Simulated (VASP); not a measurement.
Here is a VASP 6.6.1 calculation.

INCAR

```
PREC     = Accurate       # precision mode
ENCUT    = 520            # plane-wave cutoff, eV
EDIFF    = 1E-7           # SCF threshold, eV
ISMEAR   = -1             # smearing method
SIGMA    = 0.1            # smearing width, eV
LREAL    = False          # projectors in reciprocal space
LASPH    = True           # aspherical terms in the spheres
NELM     = 80             # most SCF steps
ALGO     = Normal         # electronic algorithm
ISIF     = 2              # what is computed and relaxed
LWAVE    = False          # write WAVECAR
LCHARG   = False          # write CHGCAR
GGA      = CA             # functional
NBANDS   = 80             # bands
```

Contents of KPOINTS:

```
regular mesh
0
Gamma
  3 3 1
```

The input POSCAR:

```
LiSc12
1.0
    6.6200000000      0.0000000000      0.0000000000
    3.3100000000      5.7330880000      0.0000000000
    0.0000000000      0.0000000000     17.2761400000
Sc Li
12 1
Direct
    0.0000000000      0.0000000000      0.0578833000
    0.5000000000      0.0000000000      0.0578833000
    0.0000000000      0.5000000000      0.0578833000
    0.5000000000      0.5000000000      0.0578833000
   -0.1666934931      0.3333829165      0.1961535055
    0.3344487286      0.3312423137      0.1957757621
   -0.1687732386      0.8344143004      0.1957438220
    0.3344487846      0.8343625035      0.1957713740
    0.0046573246     -0.0093862264      0.3340230749
    0.5002161191     -0.0000236137      0.3399220243
    0.0046795865      0.5048285443      0.3340565250
    0.4905477497      0.5047654747      0.3341230134
    0.1657193315      0.6674212889      0.4830911119
```

Potentials or basis: VASP PAW LDA potentials, release 64 (Sc_sv, Li_sv).

Run with:

```console
$ cat potpaw_LDA.64/Sc_sv/POTCAR potpaw_LDA.64/Li_sv/POTCAR > POTCAR
$ mpirun -np 1 vasp_std > vasp.out
```

(1) Estimate the band gap on the k mesh.

(2) What does it give for the largest force?

Results:

(1) zero (an odd number of electrons rules out a gap without spin polarisation).

(2) 0.031 eV/Å.

Caveat: the k points lie up to 0.37 Å⁻¹ apart, too coarse for converged energies and pressures of a metal.
